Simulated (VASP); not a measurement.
# HfPb3I3 (Pm-3m) in VASP: relaxation of cell and atoms with PBE

Aim: the relaxation of cell and atoms of HfPb3I3 with PBE.

Everything below comes from runs of VASP 6.6.1. Logs are shortened: lines on timing, memory, paths and dates and some standing lists are left out, and cuts for length are marked.

### 1 The cell of the first run

It takes space group Pm-3m (No. 221, cubic). The conventional cell has a = 6.393 Å, b = 6.393 Å, c = 6.393 Å, α = 90.00°, β = 90.00°, γ = 90.00°. Hf (site symmetry m-3m) has 6 I at 3.20 Å within 4.2 Å. Pb (site symmetry 4/mmm) has 4 I at 3.20 Å within 4.2 Å. I (site symmetry 4/mmm) has 2 Hf at 3.20 Å and 4 Pb at 3.20 Å within 4.2 Å.

### 2 Relaxation of cell and atoms, PBE

Input file INCAR:

```
  PREC = Accurate
  ENCUT = 600
  EDIFF = 1E-6
  ISMEAR = 0
  SIGMA = 0.1
  LREAL = False
  LASPH = True
  NELM = 100
  ALGO = Normal
  ISIF = 3
  LWAVE = False
  LCHARG = False
  GGA = PE
  IBRION = 2
  NSW = 100
  EDIFFG = -0.01
```

Input file KPOINTS:

```
Automatic mesh
0
Gamma
  6 6 6
```

Input file POSCAR:

```
HfPb3I3
1.0
    6.3927286300      0.0000000000      0.0000000000
    0.0000000000      6.3927286300      0.0000000000
    0.0000000000      0.0000000000      6.3927286300
Hf Pb I
1 3 3
Direct
    0.0000000000      0.0000000000      0.0000000000
    0.0000000000      0.5000000000      0.5000000000
    0.5000000000      0.0000000000      0.5000000000
    0.5000000000      0.5000000000      0.0000000000
    0.5000000000      0.0000000000      0.0000000000
    0.0000000000      0.5000000000      0.0000000000
    0.0000000000      0.0000000000      0.5000000000
```

Potentials or basis: VASP PAW PBE potentials, release 64 (Hf_pv, Pb_d, I).

Launch:

```console
> cat potpaw_PBE.64/Hf_pv/POTCAR potpaw_PBE.64/Pb_d/POTCAR potpaw_PBE.64/I/POTCAR > POTCAR
> mpirun -np 1 vasp_std > vasp.out
```

OUTCAR:

```text
PREC = Accurate
   ENCUT = 600
   EDIFF = 1E-6
   ISMEAR = 0
   LREAL = False
   LASPH = True
   NELM = 100
   ISIF = 3
   GGA = PE
   IBRION = 2
   NSW = 100
   EDIFFG = -0.01

 ion  position               nearest neighbor table
   1  0.000  0.000  0.000-   5 3.20   6 3.20   7 3.20   7 3.20   6 3.20   5 3.20
   2  0.000  0.500  0.500-   6 3.20   7 3.20   6 3.20   7 3.20
   3  0.500  0.000  0.500-   5 3.20   7 3.20   5 3.20   7 3.20
   4  0.500  0.500  0.000-   5 3.20   6 3.20   5 3.20   6 3.20
   5  0.500  0.000  0.000-   1 3.20   3 3.20   4 3.20   3 3.20   4 3.20   1 3.20
   6  0.000  0.500  0.000-   1 3.20   2 3.20   4 3.20   2 3.20   1 3.20   4 3.20
   7  0.000  0.000  0.500-   1 3.20   2 3.20   3 3.20   1 3.20   2 3.20   3 3.20

  LATTYP: Found a simple cubic cell.
 ALAT       =     6.3927286300

  Lattice vectors:

 A1 = (   6.3927286300,   0.0000000000,   0.0000000000)
 A2 = (   0.0000000000,   6.3927286300,   0.0000000000)
 A3 = (   0.0000000000,   0.0000000000,   6.3927286300)

Analysis of symmetry for initial positions (statically):
=====================================================================
 Subroutine PRICEL returns:
 Original cell was already a primitive cell.

 Routine SETGRP: Setting up the symmetry group for a
 simple cubic supercell.

 Subroutine GETGRP returns: Found 48 space group operations
 (whereof 48 operations were pure point group operations)
 out of a pool of 48 trial point group operations.

The static configuration has the point symmetry O_h .

Analysis of symmetry for dynamics (positions and initial velocities):
=====================================================================
 Subroutine PRICEL returns:
 Original cell was already a primitive cell.

 Routine SETGRP: Setting up the symmetry group for a
 simple cubic supercell.

 Subroutine GETGRP returns: Found 48 space group operations
 (whereof 48 operations were pure point group operations)
 out of a pool of 48 trial point group operations.

The dynamic configuration has the point symmetry O_h .

 Subroutine INISYM returns: Found 48 space group operations
 (whereof 48 operations are pure point group operations),
 and found     1 'primitive' translations

----------------------------------------------------------------------------------------

                                     Primitive cell

  volume of cell :     261.2515

  direct lattice vectors                    reciprocal lattice vectors
     6.392728630  0.000000000  0.000000000     0.156427726  0.000000000  0.000000000
     0.000000000  6.392728630  0.000000000     0.000000000  0.156427726  0.000000000
     0.000000000  0.000000000  6.392728630     0.000000000  0.000000000  0.156427726

  length of vectors
     6.392728630  6.392728630  6.392728630     0.156427726  0.156427726  0.156427726

  position of ions in fractional coordinates (direct lattice)
     0.000000000  0.000000000  0.000000000
     0.000000000  0.500000000  0.500000000
     0.500000000  0.000000000  0.500000000
     0.500000000  0.500000000  0.000000000
     0.500000000  0.000000000  0.000000000
     0.000000000  0.500000000  0.000000000
     0.000000000  0.000000000  0.500000000

  ion indices of the primitive-cell ions
   primitive index   ion index
                 1           1
                 2           2
                 3           3
                 4           4
                 5           5
                 6           6
                 7           7

----------------------------------------------------------------------------------------

 KPOINTS: Automatic mesh

Automatic generation of k-mesh.
 Grid dimensions read from file:
 generate k-points for:    6    6    6

 Generating k-lattice:

  Cartesian coordinates                     Fractional coordinates (reciprocal lattice)
     0.026071288  0.000000000  0.000000000     0.166666667  0.000000000  0.000000000
     0.000000000  0.026071288  0.000000000     0.000000000  0.166666667  0.000000000
     0.000000000  0.000000000  0.026071288     0.000000000  0.000000000  0.166666667

  Length of vectors
     0.026071288  0.026071288  0.026071288

  Shift w.r.t. Gamma in fractional coordinates (k-lattice)
     0.000000000  0.000000000  0.000000000

 Subroutine IBZKPT returns following result:
 ===========================================

 Found     20 irreducible k-points:

 Following reciprocal coordinates:
            Coordinates               Weight
  0.000000  0.000000  0.000000      1.000000
  0.166667  0.000000  0.000000      6.000000
  0.333333  0.000000  0.000000      6.000000
  0.500000  0.000000  0.000000      3.000000
  0.166667  0.166667  0.000000     12.000000
  0.333333  0.166667  0.000000     24.000000
[... 12 lines left out ...]
  0.500000  0.500000  0.333333      6.000000
  0.500000  0.500000  0.500000      1.000000
   k-points           NKPTS =     20   k-points in BZ     NKDIM =     20   number of bands    NBANDS=     43
   number of dos      NEDOS =    301   number of ions     NIONS =      7
   total plane-waves  NPLWV = 157464
   dimension x,y,z NGX =    54 NGY =   54 NGZ =   54
   dimension x,y,z NGXF=   108 NGYF=  108 NGZF=  108
   ions per type =               1   3   3
   NGX,Y,Z   is equivalent  to a cutoff of  14.04, 14.04, 14.04 a.u.
   NGXF,Y,Z  is equivalent  to a cutoff of  28.09, 28.09, 28.09 a.u.
 SYSTEM =  unknown system
   PREC   = accura    normal or accurate (medium, high low for compatibility)
   ISTART =      0    job   : 0-new  1-cont  2-samecut
   ICHARG =      2    charge: 1-file 2-atom 10-const
   ISPIN  =      1    spin polarized calculation?
   LNONCOLLINEAR =      F non collinear calculations
   LSORBIT =      F    spin-orbit coupling
   LASPH  =      T    aspherical Exc in radial PAW
   ENCUT  =  600.0 eV  44.10 Ry    6.64 a.u.  12.77 12.77 12.77*2*pi/ulx,y,z
   NELM   =    100;   NELMIN=  2; NELMDL= -5     # of ELM steps
   EDIFF  = 0.1E-05   stopping-criterion for ELM
   LREAL  =      F    real-space projection
   EDIFFG = -.1E-01   stopping-criterion for IOM
   NSW    =    100    number of steps for IOM
   IBRION =      2    ionic relax: 0-MD 1-quasi-New 2-CG
   NFREE  =      1    steps in history (QN), initial steepest desc. (CG)
   ISIF   =      3    stress and relaxation
   ISYM   =      2    0-nonsym 1-usesym 2-fastsym
   POTIM  = 0.5000    time-step for ionic-motion
   TEBEG  =    0.0;   TEEND  =   0.0 temperature during run
   PSTRESS=    0.0 pullay stress
   NELECT =      73.0000    total number of electrons
   NUPDOWN=      -1.0000    fix difference up-down
   EMIN   =  10.00;   EMAX   =-10.00  energy-range for DOS
   EFERMI =   0.00;   METHOD = LEGACY
   ISMEAR =     0;   SIGMA  =   0.10  broadening in eV -4-tet -1-fermi 0-gaus
   EFERMI_NEDOS =   21; number of points for ismear=-14 and -15
   IALGO  =     38    algorithm
   IMIX   =      4    mixing-type and parameters
     AMIX     =   0.40;   BMIX     =  1.00
     AMIX_MAG =   1.60;   BMIX_MAG =  1.00
  volume/ion in A,a.u.               =      37.32       251.86
  Fermi-wavevector in a.u.,A,eV,Ry     =   1.070277  2.022530 15.585376  1.145493
  Thomas-Fermi vector in A             =   2.205982
   LORBIT       =      0    0 simple, 1 ext, 2 COOP (PROOUT), +10 PAW based schemes
   GGA     = PE    functional components
   LHFCALC =     F    Hartree Fock is set to
   AEXX    =    0.0000 exact exchange contribution
   IVDW    =     0    specifies the selected vdW correction
   LEPSILON=     F    determine dielectric tensor
   LRPA    =     F    only Hartree local field effects (RPA)
 conjugate gradient relaxation of ions
 non-spin polarized calculation
 Gauss-broadening in eV      SIGMA  =   0.10
  energy-cutoff  :      600.00
  volume of cell :      261.25
 maximum number of plane-waves:      8746
 NGX is ok and might be reduce to    54
   NGX = 25   NGY = 25   NGZ = 25

--------------------------------------- Ionic step        1  -------------------------------------------

 number of electron      72.9999992 magnetization

 Free energy of the ion-electron system (eV)
  ---------------------------------------------------
  ext. energy  EPLUGINS =         0.00000000
  ---------------------------------------------------
  free energy    TOTEN  =       -20.97598948 eV

  energy without entropy =      -20.92228303  energy(sigma->0) =      -20.94913626

------------------------ aborting loop because EDIFF is reached ----------------------------------------

  FORCE on cell =-STRESS in cart. coord.  units (eV):
  Direction    XX          YY          ZZ          XY          YZ          ZX
  --------------------------------------------------------------------------------------
  -------------------------------------------------------------------------------------
  Total        1.3248695      1.3248695      1.3248695     -0.0000000      0.0000000     -0.0000000
  in kB        8.1250284      8.1250284      8.1250284     -0.0000000      0.0000000     -0.0000000
  external PRESSURE =       8.1250284 kB  Pullay stress =       0.0000000 kB
[... 67 lines left out ...]
  energy  without entropy=      -20.9440382450  energy(sigma->0) =      -20.97025042

--------------------------------------- Ionic step        3  -------------------------------------------

 number of electron      73.0000023 magnetization

 Free energy of the ion-electron system (eV)
  ---------------------------------------------------
  ext. energy  EPLUGINS =         0.00000000
  ---------------------------------------------------
  free energy    TOTEN  =       -20.99692520 eV

  energy without entropy =      -20.94464093  energy(sigma->0) =      -20.97078307

 E-fermi :   5.3272     XC(G=0):  -8.7450

 val. band max:        5.3073510911   @ k =   0.3333   0.3333   0.1667
 cond. band min:       5.3287328142   @ k =   0.5000   0.5000   0.1667
 fundamental gap:      0.0213817231
 Fermi energy:         5.3272402863

 k-point     1 :       0.0000    0.0000    0.0000
  band No.  band energies     occupation
      1     -27.2274      2.00000
      2     -27.2274      2.00000
      3     -27.2274      2.00000
      4     -12.5769      2.00000
      5     -12.5769      2.00000
      6     -12.4943      2.00000
[... 943 lines left out ...]
  FREE ENERGIE OF THE ION-ELECTRON SYSTEM (eV)
  ---------------------------------------------------
  free  energy   TOTEN  =       -20.9969252012 eV

  energy  without entropy=      -20.9446409340  energy(sigma->0) =      -20.97078307

 reached required accuracy - stopping structural energy minimisation
```

Run time: 11 min. Hardware: 1 thread of Intel Xeon Platinum 8124M at 3.00GHz (Skylake/Cascade Lake), shared host; peak memory 0.59 GiB.

Results:

| Property | Result |
| --- | --- |
| Free energy | -20.9969 eV |
| Relaxed volume | 38.55 Å³/atom |
| Relaxed cell | a = 6.462 Å, b = 6.462 Å, c = 6.462 Å, α = 90.00°, β = 90.00°, γ = 90.00° |
| Space group after relaxing (to 0.05 Å) | Pm-3m (No. 221) |
| Energy gained by relaxing | 3.0 meV/atom |
| Ionic steps | 3 |
| Pressure after relaxing | 0.0 GPa |

Step by step:
```
step  energy change (eV)  largest force (eV/Å)  pressure (GPa)  volume (Å³)
   1              0.0000                0.0000            0.81       261.25
   2             -0.0205                0.0000            0.12       268.47
   3             -0.0209                0.0000           -0.01       269.88
```

Final structure:
```cif
data_structure
_symmetry_space_group_name_H-M 'P 1'
_symmetry_Int_Tables_number 1
_cell_length_a 6.4623
_cell_length_b 6.4623
_cell_length_c 6.4623
_cell_angle_alpha 90.000
_cell_angle_beta 90.000
_cell_angle_gamma 90.000
_cell_volume 269.88
loop_
_atom_site_label
_atom_site_type_symbol
_atom_site_fract_x
_atom_site_fract_y
_atom_site_fract_z
_atom_site_occupancy
Hf1 Hf 0.00000 0.00000 0.00000 1
Pb1 Pb 0.00000 0.50000 0.50000 1
Pb2 Pb 0.50000 0.00000 0.50000 1
Pb3 Pb 0.50000 0.50000 0.00000 1
I1 I 0.50000 0.00000 0.00000 1
I2 I 0.00000 0.50000 0.00000 1
I3 I 0.00000 0.00000 0.50000 1
```

Levels at points of the mesh, in eV from the Fermi level:
| k point | band 33 | band 34 | band 35 | band 36 | band 37 | band 38 | band 39 | band 40 | band 41 | band 42 |
| --- | --- | --- | --- | --- | --- | --- | --- | --- | --- | --- |
| (0.00, 0.00, 0.00) | -4.39 | -1.52 | -0.50 | -0.50 | -0.50 | 0.33 | 0.33 | 0.37 | 0.37 | 0.37 |
| (0.50, 0.00, 0.00) | -3.37 | -0.76 | -0.46 | -0.15 | -0.15 | -0.07 | -0.06 | 0.17 | 0.31 | 0.31 |
| (0.50, 0.50, 0.00) | -3.30 | -1.39 | -0.62 | -0.37 | -0.37 | -0.29 | 0.07 | 0.26 | 0.28 | 0.28 |
| (0.50, 0.50, 0.50) | -3.23 | -2.50 | -0.61 | -0.61 | -0.61 | -0.07 | -0.07 | -0.07 | 0.87 | 0.87 |

Caveat: spin-orbit coupling is left out, which moves the levels of the heavy elements; an odd number of electrons without spin polarisation forces a metal; a magnetic or distorted state may lie lower.
